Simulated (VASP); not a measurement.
Input of a VASP 6.6.1 run:

The input INCAR:

```
  ALGO = Normal
  EDIFF = 1E-6
  EDIFFG = -0.01
  ENCUT = 600
  GGA = PS
  IBRION = 2
  ISIF = 3
  ISMEAR = -1
  LASPH = True
  LCHARG = False
  LREAL = False
  LWAVE = False
  NELM = 60
  NSW = 80
  PREC = Accurate
  SIGMA = 0.1
```

Contents of KPOINTS:

```
k-points
0
Gamma
  13 13 7
```

Contents of POSCAR:

```
W
1.0
    2.8194054199      0.0000000000      0.0000000000
   -1.4097027100      2.4416767172      0.0000000000
    0.0000000000      0.0000000000      4.6040890507
W
2
Direct
    0.3333333333      0.6666666667      0.2500000000
    0.6666666667      0.3333333333      0.7500000000
```

Potentials or basis: VASP PAW PBE potentials, release 64 (W_sv).

Command:

```bash
$ cat potpaw_PBE.64/W_sv/POTCAR > POTCAR
$ mpirun -np 1 vasp_std > vasp.out
```

Q: Predict the space group after relaxing (to 0.1 Å).

A: P6_3/mmc (No. 194).

Q: Predict the band gap on the k mesh.

A: Zero (bands 14 and 15 overlap by 1.69 eV).

Q: What does it give for the relaxed volume?

A: 16.09 Å³/atom.

Q: What does it give for the relaxed cell?

A: a = 2.755 Å, b = 2.755 Å, c = 4.895 Å, α = 90.00°, β = 90.00°, γ = 120.00°.

The path:
```tsv
step	energy change (eV)	largest force (eV/Å)	pressure (GPa)	volume (Å³)
1	0.0000	0.0000	2.72	31.69
2	-0.0870	0.0000	-6.94	32.90
3	-0.0871	0.0000	-7.16	32.93
4	-0.0987	0.0000	0.37	32.25
5	-0.1080	0.0000	-2.77	32.51
6	-0.1120	0.0000	0.09	32.17
7	-0.1120	0.0000	0.05	32.19
8	-0.1120	0.0000	-0.10	32.20
9	-0.1120	0.0000	-0.19	32.19
10	-0.1120	0.0000	-0.04	32.18
11	-0.1120	0.0000	-0.05	32.19
12	-0.1120	0.0000	-0.09	32.19
13	-0.1120	0.0000	-0.10	32.19
14	-0.1120	0.0000	-0.10	32.19
15	-0.1120	0.0000	-0.08	32.19
16	-0.1120	0.0000	-0.05	32.18
```

Caveat: the PAW data sets were made with another functional, which shifts forces and pressure a little; spin-orbit coupling is left out, which moves the levels of the heavy elements.
